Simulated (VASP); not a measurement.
# TaN (C2/m) in VASP: further runs, part 2 of 2

VASP 6.6.1. The steps go on from the part before.

## 5. Single point, PBE (engineering shear strain xz -0.2000, normal strain along z -0.0133)

INCAR reads:

```
SYSTEM = TaN
ALGO = Normal ; EDIFF = 1E-6
ENCUT = 520 ; GGA = PE
ISIF = 2 ; ISMEAR = 0
LASPH = .TRUE. ; LCHARG = .FALSE.
LREAL = .FALSE. ; LWAVE = .FALSE.
NBANDS = 15 ; NELM = 100
PREC = Accurate ; SIGMA = 0.15
```

KPOINTS reads:

```
k-points
0
G
  18 18 18
  0 0 0
```

POSCAR reads:

```
TaN
1.0
   -0.2208112257      2.2081122570      2.1787443640
    1.9873010313      0.0000000000      1.9579331383
    2.2081122570      2.2081122570     -0.2208112257
Ta N
1 1
Direct
    0.5000000000      0.5000000000      0.5000000000
    0.0000000000      0.0000000000      0.0000000000
```

Started as:

```bash
cat potpaw_PBE.64/Ta_pv/POTCAR potpaw_PBE.64/N/POTCAR > POTCAR
mpirun -np 1 vasp_std > vasp.out
```

Wall time 2.8 min (1 thread of Intel Xeon Platinum 8488C (Sapphire Rapids), shared host); peak memory 0.56 GiB.

It converged, with:

```yaml
Free_energy: -21.6745 eV
Pressure: 10.5 GPa
Band_gap_on_the_k_mesh: zero (bands 8 and 9 overlap by 3.95 eV)
```

Stress tensor (GPa, compression positive):
```
12.86  0.00  7.84
 0.00 -2.08  0.00
 7.84  0.00 20.86
```

Levels at points of the mesh, in eV from the Fermi level:
```
           k point  band 4  band 5  band 6  band 7  band 8  band 9  band 10  band 11  band 12  band 13
(0.00, 0.00, 0.00)  -18.50   -3.76   -3.55   -3.18   -2.75   -2.49     0.08     0.46     1.07     2.93
(0.50, 0.00, 0.00)  -15.64  -10.12   -7.32   -5.42   -0.59    2.89     3.13     4.83     7.04     7.65
(0.00, 0.50, 0.00)  -15.15   -9.89   -8.22   -7.01    1.23    1.81     4.20     5.58     7.97     8.37
(0.50, 0.50, 0.00)  -17.01   -6.25   -5.19   -4.21   -4.19    1.53     3.59     3.75     4.41     9.27
(0.50, 0.00, 0.50)  -17.26   -6.35   -5.24   -4.89   -3.06    2.99     3.93     4.16     4.99     7.34
(0.00, 0.50, 0.50)  -17.02   -6.37   -5.16   -4.15   -4.13    1.71     3.48     3.65     4.24     9.29
```

Caveat: the cell differs from its parent crystal (engineering shear strain xz -0.2000, normal strain along z -0.0133); the cell stands under pressure; spin-orbit coupling is left out, which moves the levels of the heavy elements.

## 6. Single point, PBE (engineering shear strain xz -0.2000, normal strain along z +0.0267)

INCAR reads:

```
ALGO = Normal ; EDIFF = 1E-7
ENCUT = 520 ; GGA = PE
ISIF = 2 ; ISMEAR = 0
LASPH = True ; LCHARG = False
LREAL = False ; LWAVE = False
NBANDS = 15 ; NELM = 60
PREC = Accurate ; SIGMA = 0.15
```

KPOINTS reads:

```
k-points
0
Gamma
  18 18 18
```

POSCAR reads:

```
TaN
1.0
   -0.2208112257      2.2081122570      2.2670688543
    1.9873010313      0.0000000000      2.0462576286
    2.2081122570      2.2081122570     -0.2208112257
Ta N
1 1
Direct
    0.5000000000      0.5000000000      0.5000000000
    0.0000000000      0.0000000000      0.0000000000
```

Potentials or basis: VASP PAW PBE potentials, release 64 (Ta_pv, N).

Started as:

```bash
cat potpaw_PBE.64/Ta_pv/POTCAR potpaw_PBE.64/N/POTCAR > POTCAR
mpirun -np 1 vasp_std > vasp.out
```

OUTCAR:

```text
EDIFF = 1E-7
   ENCUT = 520
   GGA = PE
   ISIF = 2
   ISMEAR = 0
   LASPH = True
   LREAL = False
   NELM = 60
   PREC = Accurate

 ion  position               nearest neighbor table
   1  0.500  0.500  0.500-   2 2.21   2 2.21   2 2.22   2 2.22   2 2.28   2 2.28
   2  0.000  0.000  0.000-   1 2.21   1 2.21   1 2.22   1 2.22   1 2.28   1 2.28

  LATTYP: Found a base centered monoclinic cell.
 ALAT       =     4.4382507081
 B/A-ratio  =     0.9950371902
 C/A-ratio  =     0.6426994605
 COS(beta)  =    -0.6218588024

[... 622 lines left out ...]

  FORCE on cell =-STRESS in cart. coord.  units (eV):
  Direction    XX          YY          ZZ          XY          YZ          ZX
  --------------------------------------------------------------------------------------
  -------------------------------------------------------------------------------------
  Total        0.7702835     -1.0436323     -0.8782901      0.0000000      0.0000000      0.8461508
  in kB       56.3734875    -76.3786271    -64.2779906      0.0000000      0.0000000     61.9258637
  external PRESSURE =     -28.0943767 kB  Pullay stress =       0.0000000 kB

 VOLUME and BASIS-vectors are now :
 -----------------------------------------------------------------------------
  energy-cutoff  :      520.00
  volume of cell :       21.89
      direct lattice vectors                 reciprocal lattice vectors
    -0.220811226  2.208112257  2.267068854    -0.206393110  0.226437763  0.200446530
     1.987301031  0.000000000  2.046257629     0.250936783 -0.226437763  0.244990203
     2.208112257  2.208112257 -0.220811226     0.206393110  0.226437763 -0.200446530

 POSITION                                       TOTAL-FORCE (eV/Angst)
 -----------------------------------------------------------------------------------
      1.98730      2.20811      2.04626        -0.000000      0.000000      0.000000
      0.00000      0.00000      0.00000         0.000000      0.000000     -0.000000
 -----------------------------------------------------------------------------------
    total drift:                                0.000000     -0.000000      0.000000

  FREE ENERGIE OF THE ION-ELECTRON SYSTEM (eV)
  ---------------------------------------------------
  free  energy   TOTEN  =       -21.7118945171 eV

  energy  without entropy=      -21.7023539072  energy(sigma->0) =      -21.70712421
```

OSZICAR:

```text
N       E                     dE             d eps       ncg     rms          rms(c)
DAV:   1     0.894809474718E+02    0.89481E+02   -0.87686E+03 46604   0.112E+03
DAV:   2    -0.219076750518E+02   -0.11139E+03   -0.10478E+03 57883   0.301E+02
DAV:   3    -0.247234511665E+02   -0.28158E+01   -0.27954E+01 51625   0.446E+01
DAV:   4    -0.247350355160E+02   -0.11584E-01   -0.11580E-01 60712   0.305E+00
DAV:   5    -0.247351131745E+02   -0.77658E-04   -0.77658E-04 52114   0.225E-01    0.224E+01
DAV:   6    -0.218233296109E+02    0.29118E+01   -0.56607E+00 56422   0.262E+01    0.915E+00
DAV:   7    -0.217476881867E+02    0.75641E-01   -0.64457E-01 53185   0.651E+00    0.652E+00
DAV:   8    -0.217186428181E+02    0.29045E-01   -0.16921E-01 58498   0.352E+00    0.154E+00
DAV:   9    -0.217119402518E+02    0.67026E-02   -0.17377E-02 52310   0.108E+00    0.228E-01
DAV:  10    -0.217119247512E+02    0.15501E-04   -0.10347E-03 56930   0.352E-01    0.534E-02
DAV:  11    -0.217118948545E+02    0.29897E-04   -0.53276E-05 53837   0.834E-02    0.118E-02
DAV:  12    -0.217118945964E+02    0.25813E-06   -0.49476E-06 55726   0.216E-02    0.162E-03
DAV:  13    -0.217118945171E+02    0.79320E-07   -0.69212E-08 39541   0.260E-03
   1 F= -.21711895E+02 E0= -.21707124E+02  d E =-.954061E-02
```

Wall time 2.1 min (1 thread of Intel Xeon 6975P-C (Granite Rapids), shared host); peak memory 0.58 GiB.

Results:

```
Free energy            : -21.7119 eV
Pressure               : -2.8 GPa
Band gap on the k mesh : zero (bands 8 and 9 overlap by 3.89 eV)
```

Stress tensor (GPa, compression positive):
```
 5.64  0.00  6.19
 0.00 -7.64  0.00
 6.19  0.00 -6.43
```

Caveat: the cell differs from its parent crystal (engineering shear strain xz -0.2000, normal strain along z +0.0267); spin-orbit coupling is left out, which moves the levels of the heavy elements.

## 7. The runs side by side

```csv
cell,gap on the mesh (eV),pressure (GPa)
"a = 3.120, b = 2.634, c = 3.140 Å, angles 64.7, 69.6, 65.5°, 2 atoms",none,16.2
"a = 3.089, b = 2.769, c = 3.131 Å, angles 62.8, 66.1, 64.3°, 2 atoms",none,16.3
"a = 3.083, b = 2.925, c = 3.125 Å, angles 61.2, 62.9, 62.6°, 2 atoms",none,12.6
"a = 3.110, b = 2.790, c = 3.131 Å, angles 63.1, 66.3, 63.8°, 2 atoms",none,10.5
"a = 3.172, b = 2.852, c = 3.131 Å, angles 63.8, 67.0, 62.3°, 2 atoms",none,-2.8
```

Alike in all rows: task single point; level PBE; potentials or basis VASP PAW PBE potentials, release 64 (Ta_pv, N); no spin polarisation; k mesh 18 × 18 × 18; cutoff (eV) 520; smearing gaussian 0.15 eV.

Caveats: spin-orbit coupling is left out, which moves the levels of the heavy elements; the cell stands under pressure (at least some runs).

Total energies depend on the potentials used, so only differences within one code and one set of settings carry meaning.
